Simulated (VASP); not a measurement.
Input of a VASP 6.6.1 run:

INCAR

```
PREC = Accurate
ENCUT = 520
EDIFF = 1E-7
ISMEAR = 0
SIGMA = 0.1
LREAL = F
LASPH = T
NELM = 60
ALGO = Fast
ISIF = 2
LWAVE = F
LCHARG = F
GGA = PE
NBANDS = 16
```

Contents of KPOINTS:

```
Automatic mesh
0
Gamma
  12 12 10
```

POSCAR

```
CsPt
1.0
    3.4389431741      0.0000000000      0.0000000000
   -1.7194715870      2.9782121509      0.0000000000
    0.0000000000      0.0000000000      5.5790240864
Cs Pt
1 1
Direct
    0.0000000000      0.0000000000      0.0000000000
    0.3333333333      0.6666666667      0.5000000000
```

Potentials or basis: VASP PAW PBE potentials, release 64 (Cs_sv, Pt).

The run is started by

```sh
$ cat potpaw_PBE.64/Cs_sv/POTCAR potpaw_PBE.64/Pt/POTCAR > POTCAR
$ mpirun -np 1 vasp_std > vasp.out
```

Problem. Estimate the pressure.

Solution. 0.3 GPa.
